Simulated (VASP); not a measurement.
Set up this calculation in VASP 6.6.1, as the native input.

```yaml
Task: relaxation of cell and atoms
Functional: PBE
Dispersion: D3(BJ)
Potentials_or_basis: VASP PAW PBE potentials, release 64 (Sn_d, Se)
Cutoff: 500 eV
k_mesh: 2 × 2 × 2, shifted
Occupations: gaussian, width 0.1 eV
Spin: no spin polarisation
Dipole_correction: no
Further_INCAR_settings: ALGO = Normal; EDIFF = 1e-07; ISYM = -1; IBRION = 2; EDIFFG = -0.04; NSW = 70; ISIF = 3
```

The structure of Sn4Se3 lies in POSCAR:

```
Sn4Se3
1.0
   -5.9775376384      5.9775376384      0.0000000000
    0.0000000000      5.9775376384     -5.9775376384
   -5.9775376384      0.0000000000     -5.9775376384
Sn Se
8 6
Direct
    0.9991343141      0.0045512276      0.4980134669
    0.9999002886      0.4997522161      0.4973376854
    0.0011939681      0.0026591729      0.9976987704
    0.9976233822      0.5004078845      0.9957336371
    0.5003390963      0.0047517738      0.4988209415
    0.5003048020      0.5023547817      0.4974653040
    0.5017521962      0.9987686351      0.9999462820
    0.5014188563      0.4971605004      0.0027137652
    0.2465994745      0.2512309828      0.7497747357
    0.2515720976      0.7534274539      0.2507163035
    0.7463969907      0.7500104605      0.7505759831
    0.7525892410      0.2498976811      0.7508831263
    0.7481739833      0.7548007289      0.2510066377
    0.7467618841      0.2514145821      0.2505476609
```

The input as run:

INCAR

```
ALGO = Normal ; EDIFF = 1E-7
EDIFFG = -0.04 ; ENCUT = 500
GGA = PE ; GGA_COMPAT = False
IBRION = 2 ; ISIF = 3
ISMEAR = 0 ; ISYM = -1
IVDW = 12 ; KPAR = 1
LASPH = True ; LCHARG = False
LREAL = False ; LWAVE = False
NELM = 120 ; NELMIN = 4
NSW = 70 ; PREC = Accurate
SIGMA = 0.1
```

KPOINTS

```
explicit points
4
Reciprocal
  0.25000000   0.25000000   0.25000000 2
  0.25000000   0.25000000   0.75000000 2
  0.25000000   0.75000000   0.25000000 2
  0.25000000   0.75000000   0.75000000 2
```

Potentials or basis: VASP PAW PBE potentials, release 64 (Sn_d, Se).

Launch:

```sh
$ cat potpaw_PBE.64/Sn_d/POTCAR potpaw_PBE.64/Se/POTCAR > POTCAR
$ mpirun -np 4 vasp_std > vasp.out
```

Results of the run:

```json
{"Relaxed volume": "27.72 Å³/atom", "Relaxed cell": "a = 8.270 Å, b = 8.559 Å, c = 8.561 Å, α = 57.31°, β = 55.28°, γ = 55.30°", "Space group after relaxing (to 0.1 Å)": "P2/m (No. 10)", "Energy gained by relaxing": "49.2 meV/atom", "Ionic steps": "22", "Pressure after relaxing": "0.1 GPa", "Largest force after relaxing": "0.039 eV/Å", "Band gap on the k mesh": "0.67 eV", "Dispersion energy per atom": "-0.352 eV"}
```

Caveat: spin-orbit coupling is left out, which moves the levels of the heavy elements; a shifted mesh leaves out Γ, where band edges can lie.

Run time: 26 min on 4 MPI ranks on Intel(R) Xeon(R) Platinum 8259CL CPU @ 2.50GHz (Skylake/Cascade Lake), on a shared host, peak memory 0.28 GiB a rank.
